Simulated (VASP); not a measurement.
Wanted: the native input for a VASP 6.6.1 run.

```yaml
Task: single point
Functional: PBEsol
Potentials_or_basis: VASP PAW PBE potentials, release 64 (Zn)
Cutoff: 520 eV
k_mesh: 22 × 22 × 22
Occupations: gaussian, width 0.15 eV
Spin: no spin polarisation
Dipole_correction: no
Further_INCAR_settings: ALGO = Fast; EDIFF = 1e-06; NBANDS = 12
```

The structure of Zn lies in POSCAR:

```
Zn
1.0
   -0.9226920970      1.6089306312      1.6089306312
    1.6089306312     -0.9226920970      1.6089306312
    1.6089306312      1.6089306312     -0.9226920970
Zn
1
Direct
    0.0000000000      0.0000000000      0.0000000000
```

These files were run (other wordings do the same):

INCAR

```
SYSTEM = Zn
PREC = Accurate
ENCUT = 520
EDIFF = 1E-6
ISMEAR = 0
SIGMA = 0.15
LREAL = .FALSE.
LASPH = .TRUE.
NELM = 100
ALGO = Fast
ISIF = 2
LWAVE = .FALSE.
LCHARG = .FALSE.
GGA = PS
NBANDS = 12
```

KPOINTS

```
Automatic mesh
0
G
  22 22 22
  0 0 0
```

Potentials or basis: VASP PAW PBE potentials, release 64 (Zn).

Launch:

```bash
$ cat potpaw_PBE.64/Zn/POTCAR > POTCAR
$ mpirun -np 1 vasp_std > vasp.out
```

Results of the run:

```yaml
Pressure: 11.8 GPa
Band_gap_on_the_k_mesh: zero (band 6 reaches 8.63 eV, above the bottom of band 7 at 0.30 eV)
```

Caveat: the PAW data sets were made with another functional, which shifts forces and pressure a little.

It took 110 s on 1 thread of Intel(R) Xeon(R) Platinum 8488C (Sapphire Rapids) (shared host), peak memory 0.27 GiB.
